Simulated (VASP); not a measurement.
# Yb (Fm-3m) in VASP: notebook

The runs below take Yb through single point, with PBE+U.

All numbers are computed with VASP 6.6.1; they aren't measurements. Logs are shortened: lines on timing, memory, paths and dates and some standing lists are left out, and cuts for length are marked.

**1. The cell of the first run**

Symmetry: Fm-3m, No. 225, cubic system. The conventional cell has a = 5.486 Å, b = 5.486 Å, c = 5.486 Å, α = 90.00°, β = 90.00°, γ = 90.00°. Yb (site symmetry m-3m) has 12 Yb at 3.88 Å within 5.1 Å.

**2. Single point, PBE+U, collinear spin, ferromagnetic start**

Contents of INCAR:

```
SYSTEM = Yb
PREC = Accurate
ENCUT = 520
EDIFF = 1E-6
ISMEAR = -1
SIGMA = 0.1
LREAL = .False.
LASPH = .True.
NELM = 150
ALGO = Normal
ISIF = 2
LWAVE = .False.
LCHARG = .False.
ISPIN = 2
MAGMOM = 0.75
LORBIT = 11
NUPDOWN = 0.75
LMAXMIX = 6
LDAU = .True.
LDAUTYPE = 2
LDAUL = 3
LDAUU = 5.2
LDAUJ = 0
LDAUPRINT = 1
GGA = PE
NBANDS = 22
```

Contents of KPOINTS:

```
regular mesh
0
Gamma
  10 10 10
  0 0 0
```

Contents of POSCAR:

```
Yb
1.0
    0.0000000000      2.7431000000      2.7431000000
    2.7431000000      0.0000000000      2.7431000000
    2.7431000000      2.7431000000      0.0000000000
Yb
1
Direct
    0.0000000000      0.0000000000      0.0000000000
```

Potentials or basis: VASP PAW PBE potentials, release 64 (Yb).

Command:

```bash
> cat potpaw_PBE.64/Yb/POTCAR > POTCAR
> mpirun -np 1 vasp_std > vasp.out
```

OUTCAR:

```text
SYSTEM = Yb
   PREC = Accurate
   ENCUT = 520
   EDIFF = 1E-6
   ISMEAR = -1
   LREAL = .False.
   LASPH = .True.
   NELM = 150
   ISIF = 2
   ISPIN = 2
   LORBIT = 11
   NUPDOWN = 0.75
   GGA = PE

 ion  position               nearest neighbor table
   1  0.000  0.000  0.000-

  LATTYP: Found a face centered cubic cell.
 ALAT       =     5.4862000000

  Lattice vectors:

 A1 = (   0.0000000000,   2.7431000000,   2.7431000000)
 A2 = (   2.7431000000,   0.0000000000,   2.7431000000)
 A3 = (   2.7431000000,   2.7431000000,   0.0000000000)

Analysis of symmetry for initial positions (statically):
=====================================================================
 Subroutine PRICEL returns:
 Original cell was already a primitive cell.

 Routine SETGRP: Setting up the symmetry group for a
 face centered cubic supercell.

 Subroutine GETGRP returns: Found 48 space group operations
 (whereof 48 operations were pure point group operations)
 out of a pool of 48 trial point group operations.

The static configuration has the point symmetry O_h .

Analysis of symmetry for dynamics (positions and initial velocities):
=====================================================================
 Subroutine PRICEL returns:
 Original cell was already a primitive cell.

 Routine SETGRP: Setting up the symmetry group for a
 face centered cubic supercell.

 Subroutine GETGRP returns: Found 48 space group operations
 (whereof 48 operations were pure point group operations)
 out of a pool of 48 trial point group operations.

The dynamic configuration has the point symmetry O_h .

Analysis of structural, dynamic, and magnetic symmetry:
=====================================================================
 Subroutine PRICEL returns:
 Original cell was already a primitive cell.

 Routine SETGRP: Setting up the symmetry group for a
 face centered cubic supercell.

 Subroutine GETGRP returns: Found 48 space group operations
 (whereof 48 operations were pure point group operations)
 out of a pool of 48 trial point group operations.

The overall configuration has the point symmetry O_h .

 Subroutine INISYM returns: Found 48 space group operations
 (whereof 48 operations are pure point group operations),
 and found     1 'primitive' translations

----------------------------------------------------------------------------------------

                                     Primitive cell

  volume of cell :      41.2814

  direct lattice vectors                    reciprocal lattice vectors
     0.000000000  2.743100000  2.743100000    -0.182275528  0.182275528  0.182275528
     2.743100000  0.000000000  2.743100000     0.182275528 -0.182275528  0.182275528
     2.743100000  2.743100000  0.000000000     0.182275528  0.182275528 -0.182275528

  length of vectors
     3.879329223  3.879329223  3.879329223     0.315710475  0.315710475  0.315710475

  position of ions in fractional coordinates (direct lattice)
     0.000000000  0.000000000  0.000000000

  ion indices of the primitive-cell ions
   primitive index   ion index
                 1           1

----------------------------------------------------------------------------------------

 KPOINTS: regular mesh

Automatic generation of k-mesh.
 Grid dimensions read from file:
 generate k-points for:   10   10   10

 Generating k-lattice:

  Cartesian coordinates                     Fractional coordinates (reciprocal lattice)
    -0.018227553  0.018227553  0.018227553     0.100000000  0.000000000  0.000000000
     0.018227553 -0.018227553  0.018227553     0.000000000  0.100000000  0.000000000
     0.018227553  0.018227553 -0.018227553     0.000000000  0.000000000  0.100000000

  Length of vectors
     0.031571047  0.031571047  0.031571047

  Shift w.r.t. Gamma in fractional coordinates (k-lattice)
[... 45 lines left out ...]
   ICHARG =      2    charge: 1-file 2-atom 10-const
   ISPIN  =      2    spin polarized calculation?
   LNONCOLLINEAR =      F non collinear calculations
   LSORBIT =      F    spin-orbit coupling
   LASPH  =      T    aspherical Exc in radial PAW
   ENCUT  =  520.0 eV  38.22 Ry    6.18 a.u.   7.21  7.21  7.21*2*pi/ulx,y,z
   NELM   =    150;   NELMIN=  2; NELMDL= -5     # of ELM steps
   EDIFF  = 0.1E-05   stopping-criterion for ELM
   LREAL  =      F    real-space projection
   EDIFFG = 0.1E-04   stopping-criterion for IOM
   NSW    =      0    number of steps for IOM
   IBRION =     -1    ionic relax: 0-MD 1-quasi-New 2-CG
   NFREE  =      0    steps in history (QN), initial steepest desc. (CG)
   ISIF   =      2    stress and relaxation
   ISYM   =      2    0-nonsym 1-usesym 2-fastsym
   POTIM  = 0.5000    time-step for ionic-motion
   TEBEG  =    0.0;   TEEND  =   0.0 temperature during run
   PSTRESS=    0.0 pullay stress
   NELECT =      24.0000    total number of electrons
   NUPDOWN=       0.7500    fix difference up-down
   EMIN   =  10.00;   EMAX   =-10.00  energy-range for DOS
   EFERMI =   0.00;   METHOD = LEGACY
   ISMEAR =    -1;   SIGMA  =   0.10  broadening in eV -4-tet -1-fermi 0-gaus
   EFERMI_NEDOS =   21; number of points for ismear=-14 and -15
   IALGO  =     38    algorithm
   IMIX   =      4    mixing-type and parameters
     AMIX     =   0.40;   BMIX     =  1.00
     AMIX_MAG =   1.60;   BMIX_MAG =  1.00
  volume/ion in A,a.u.               =      41.28       278.58
  Fermi-wavevector in a.u.,A,eV,Ry     =   1.366345  2.582017 25.400687  1.866898
  Thomas-Fermi vector in A             =   2.492493
   LORBIT       =     11    0 simple, 1 ext, 2 COOP (PROOUT), +10 PAW based schemes
 LDA+U is selected, type is set to LDAUTYPE =  2
   angular momentum for each species LDAUL =     3
   U (eV)           for each species LDAUU =   5.2
   J (eV)           for each species LDAUJ =   0.0
   GGA     = PE    functional components
   LHFCALC =     F    Hartree Fock is set to
   AEXX    =    0.0000 exact exchange contribution
   IVDW    =     0    specifies the selected vdW correction
   LEPSILON=     F    determine dielectric tensor
   LRPA    =     F    only Hartree local field effects (RPA)
 spin polarized calculation
  energy-cutoff  :      520.00
  volume of cell :       41.28
 maximum number of plane-waves:      1139
 NGX is ok and might be reduce to    30
   NGX = 15   NGY = 15   NGZ = 15

atom =   1  type =  1  l = 3

 onsite density matrix

spin component  1

  0.9871  0.0000 -0.0007  0.0000  0.0000  0.0000  0.0000
  0.0000  0.9837 -0.0000 -0.0000 -0.0000 -0.0000  0.0000
 -0.0007 -0.0000  0.9874 -0.0000  0.0000 -0.0000 -0.0000
  0.0000 -0.0000 -0.0000  0.9865 -0.0000  0.0000 -0.0000
  0.0000 -0.0000  0.0000 -0.0000  0.9874  0.0000  0.0007
  0.0000 -0.0000 -0.0000  0.0000  0.0000  0.9880  0.0000
  0.0000  0.0000 -0.0000 -0.0000  0.0007  0.0000  0.9871

spin component  2

  0.9863 -0.0000 -0.0003  0.0000 -0.0000  0.0000  0.0000
 -0.0000  0.9837  0.0000 -0.0000  0.0000 -0.0000 -0.0000
 -0.0003  0.0000  0.9865 -0.0000  0.0000 -0.0000  0.0000
  0.0000 -0.0000 -0.0000  0.9861  0.0000  0.0000  0.0000
 -0.0000  0.0000  0.0000  0.0000  0.9865 -0.0000  0.0003
  0.0000 -0.0000 -0.0000  0.0000 -0.0000  0.9867  0.0000
  0.0000 -0.0000  0.0000  0.0000  0.0003  0.0000  0.9863

 occupancies and eigenvectors

  o =  0.9837  v =  0.0000  0.0000  0.0000  0.0000  0.0000  0.0000  0.0000 -0.0000  1.0000 -0.0000 -0.0000 -0.0000 -0.0000  0.0000      0.0000  0.0000  0.0000  0.0000  0.0000  0.0000  0.0000  0.0000  0.0000  0.0000  0.0000  0.0000  0.0000  0.0000
  o =  0.9837  v =  0.0000  1.0000 -0.0000  0.0000  0.0000  0.0000 -0.0000  0.0000  0.0000  0.0000  0.0000  0.0000  0.0000  0.0000      0.0000  0.0000  0.0000  0.0000  0.0000  0.0000  0.0000  0.0000  0.0000  0.0000  0.0000  0.0000  0.0000  0.0000
  o =  0.9861  v =  0.0000  0.0000  0.0000  0.0000  0.0000  0.0000  0.0000 -0.0006  0.0000 -0.0005 -0.0386  0.6119  0.0000 -0.7900      0.0000  0.0000  0.0000  0.0000  0.0000  0.0000  0.0000  0.0000  0.0000  0.0000  0.0000  0.0000  0.0000  0.0000
  o =  0.9861  v =  0.0000  0.0000  0.0000  0.0000  0.0000  0.0000  0.0000  0.7906  0.0000  0.6124 -0.0000  0.0005 -0.0000 -0.0006      0.0000  0.0000  0.0000  0.0000  0.0000  0.0000  0.0000  0.0000  0.0000  0.0000  0.0000  0.0000  0.0000  0.0000
  o =  0.9861  v =  0.0000  0.0000  0.0000  0.0000  0.0000  0.0000  0.0000  0.0000 -0.0000  0.0000 -0.9993 -0.0236  0.0000  0.0305      0.0000  0.0000  0.0000  0.0000  0.0000  0.0000  0.0000  0.0000  0.0000  0.0000  0.0000  0.0000  0.0000  0.0000
  o =  0.9865  v = -0.0001  0.0000 -0.0000 -1.0000 -0.0024  0.0000  0.0031  0.0000  0.0000  0.0000  0.0000  0.0000  0.0000  0.0000      0.0000  0.0000  0.0000  0.0000  0.0000  0.0000  0.0000  0.0000  0.0000  0.0000  0.0000  0.0000  0.0000  0.0000
  o =  0.9865  v =  0.7903  0.0000  0.6121 -0.0002  0.0172  0.0000 -0.0222  0.0000  0.0000  0.0000  0.0000  0.0000  0.0000  0.0000      0.0000  0.0000  0.0000  0.0000  0.0000  0.0000  0.0000  0.0000  0.0000  0.0000  0.0000  0.0000  0.0000  0.0000
  o =  0.9865  v = -0.0222 -0.0000 -0.0172 -0.0039  0.6121  0.0000 -0.7903  0.0000  0.0000  0.0000  0.0000  0.0000  0.0000  0.0000      0.0000  0.0000  0.0000  0.0000  0.0000  0.0000  0.0000  0.0000  0.0000  0.0000  0.0000  0.0000  0.0000  0.0000
  o =  0.9867  v =  0.0000  0.0000  0.0000  0.0000  0.0000  0.0000  0.0000  0.0010  0.0000 -0.0013  0.0000 -0.7905  0.0117 -0.6123      0.0000  0.0000  0.0000  0.0000  0.0000  0.0000  0.0000  0.0000  0.0000  0.0000  0.0000  0.0000  0.0000  0.0000
  o =  0.9867  v =  0.0000  0.0000  0.0000  0.0000  0.0000  0.0000  0.0000 -0.6124  0.0000  0.7906 -0.0000 -0.0013 -0.0062 -0.0010      0.0000  0.0000  0.0000  0.0000  0.0000  0.0000  0.0000  0.0000  0.0000  0.0000  0.0000  0.0000  0.0000  0.0000
  o =  0.9867  v =  0.0000  0.0000  0.0000  0.0000  0.0000  0.0000  0.0000  0.0038 -0.0000 -0.0049 -0.0000 -0.0092 -0.9999 -0.0072      0.0000  0.0000  0.0000  0.0000  0.0000  0.0000  0.0000  0.0000  0.0000  0.0000  0.0000  0.0000  0.0000  0.0000
  o =  0.9880  v =  0.0000  0.0000  0.0000 -0.0000  0.0043 -1.0000  0.0034  0.0000  0.0000  0.0000  0.0000  0.0000  0.0000  0.0000      0.0000  0.0000  0.0000  0.0000  0.0000  0.0000  0.0000  0.0000  0.0000  0.0000  0.0000  0.0000  0.0000  0.0000
  o =  0.9880  v =  0.6124 -0.0000 -0.7906  0.0000  0.0000 -0.0000  0.0000  0.0000  0.0000  0.0000  0.0000  0.0000  0.0000  0.0000      0.0000  0.0000  0.0000  0.0000  0.0000  0.0000  0.0000  0.0000  0.0000  0.0000  0.0000  0.0000  0.0000  0.0000
  o =  0.9880  v =  0.0000 -0.0000  0.0000  0.0000  0.7906  0.0055  0.6124  0.0000  0.0000  0.0000  0.0000  0.0000  0.0000  0.0000      0.0000  0.0000  0.0000  0.0000  0.0000  0.0000  0.0000  0.0000  0.0000  0.0000  0.0000  0.0000  0.0000  0.0000

 number of electron      23.9999992 magnetization       0.7500000

 Free energy of the ion-electron system (eV)
  ---------------------------------------------------
  ext. energy  EPLUGINS =         0.00000000
  ---------------------------------------------------
  free energy    TOTEN  =        -2.71144453 eV

  energy without entropy =       -2.66724619  energy(sigma->0) =       -2.68934536

 E-fermi :   0.4755     XC(G=0):  -8.7493

 val. band max:        1.3988029806   @ k =  -0.4000   0.4000   0.1000
 cond. band min:       0.5527779078   @ k =  -0.4000   0.2000   0.0000
 fundamental gap:     -0.8460250728
 Fermi energy:         1.4000842751

 spin component 1

 k-point     1 :       0.0000    0.0000    0.0000
  band No.  band energies     occupation
      1     -49.8188      1.00000
      2     -22.2686      1.00000
      3     -22.2686      1.00000
      4     -22.2686      1.00000
      5      -3.9738      1.00000
      6      -0.3077      1.00000
[... 1193 lines left out ...]
     21      13.5060      0.00000
     22      15.5225      0.00000

 [... further k-points ...]

------------------------ aborting loop because EDIFF is reached ----------------------------------------

  FORCE on cell =-STRESS in cart. coord.  units (eV):
  Direction    XX          YY          ZZ          XY          YZ          ZX
  --------------------------------------------------------------------------------------
  -------------------------------------------------------------------------------------
  Total       -0.0182222     -0.0182222     -0.0182222      0.0000000      0.0000000      0.0000000
  in kB       -0.7072246     -0.7072246     -0.7072246      0.0000000      0.0000000      0.0000000
  external PRESSURE =      -0.7072246 kB  Pullay stress =       0.0000000 kB

 VOLUME and BASIS-vectors are now :
 -----------------------------------------------------------------------------
  energy-cutoff  :      520.00
  volume of cell :       41.28
      direct lattice vectors                 reciprocal lattice vectors
     0.000000000  2.743100000  2.743100000    -0.182275528  0.182275528  0.182275528
     2.743100000  0.000000000  2.743100000     0.182275528 -0.182275528  0.182275528
     2.743100000  2.743100000  0.000000000     0.182275528  0.182275528 -0.182275528

 POSITION                                       TOTAL-FORCE (eV/Angst)
 -----------------------------------------------------------------------------------
      0.00000      0.00000      0.00000         0.000000      0.000000      0.000000
 -----------------------------------------------------------------------------------
    total drift:                               -0.000000     -0.000000      0.000000

  FREE ENERGIE OF THE ION-ELECTRON SYSTEM (eV)
  ---------------------------------------------------
  free  energy   TOTEN  =        -2.7114445326 eV

  energy  without entropy=       -2.6672461885  energy(sigma->0) =       -2.68934536

 total charge

# of ion       s       p       d       f       tot
--------------------------------------------------
    1        2.187   6.014   0.186  13.803  22.190

 magnetization (x)

# of ion       s       p       d       f       tot
--------------------------------------------------
    1        0.019   0.061   0.118   0.005   0.203
```

Run time: 5.8 min. Hardware: 1 thread of Intel Xeon 8259CL, shared host; peak memory 0.25 GiB.

What came out:

```
Free energy                                           : -2.7114 eV
Pressure                                              : -0.1 GPa
Net moment                                            : 0.75 μB per cell
Site moments                                          : Yb +0.20 μB
Valence electrons inside the program's atomic spheres : Yb 22.19
```

Eigenvalues of the final occupation matrices:
```csv
site,spin,trace,eigenvalues
site 1 f,1,6.91,0.98 0.99 0.99 0.99 0.99 0.99 0.99
site 1 f,2,6.90,0.98 0.99 0.99 0.99 0.99 0.99 0.99
```

Caveat: spin-orbit coupling is left out, which moves the levels of the heavy elements; the total moment is fixed, so each spin has its own Fermi level and the state may be an excited one.

[end of part 1 of 2]
